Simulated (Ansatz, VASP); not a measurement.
BeTe: VASP beside Ansatz

```
Be Te
1.0
     0.00000    2.80327    2.80327
     2.80327    0.00000    2.80327
     2.80327    2.80327    0.00000
Be Te
1 1
Direct
  0.00000 0.00000 0.00000
  0.25000 0.25000 0.25000
```

Alike in both runs: task single point; functional PBE; k mesh 8 × 8 × 8; occupations gaussian, width 0.02 eV; no spin polarisation.

|  | VASP | Ansatz |
| --- | --- | --- |
| version | VASP 6.6.1 | Ansatz 0.2.0 |
| potentials or method | VASP PAW PBE potentials, release 64 (Be, Te), cutoff 600 eV | scalar-relativistic, plane waves, PAW |
| valence electrons in the cell | 8 | 18 |

|  | VASP | Ansatz | Ansatz less VASP |
| --- | --- | --- | --- |
| gap on the k mesh at the Fermi level (eV) | 1.94 | 1.95 | +0.015 |
| least direct gap on the mesh (eV) | 3.60 | 3.62 | +0.020 |
| pressure (GPa) | 2.0 | 1.8 | -0.15 |

With one functional, cell and mesh, what is left measures potentials, basis and numerics. VASP's potentials hold 8 valence electrons a cell and Ansatz's 18, so a difference there can come from the potentials and not from the codes.

Neither program's run includes spin-orbit coupling.
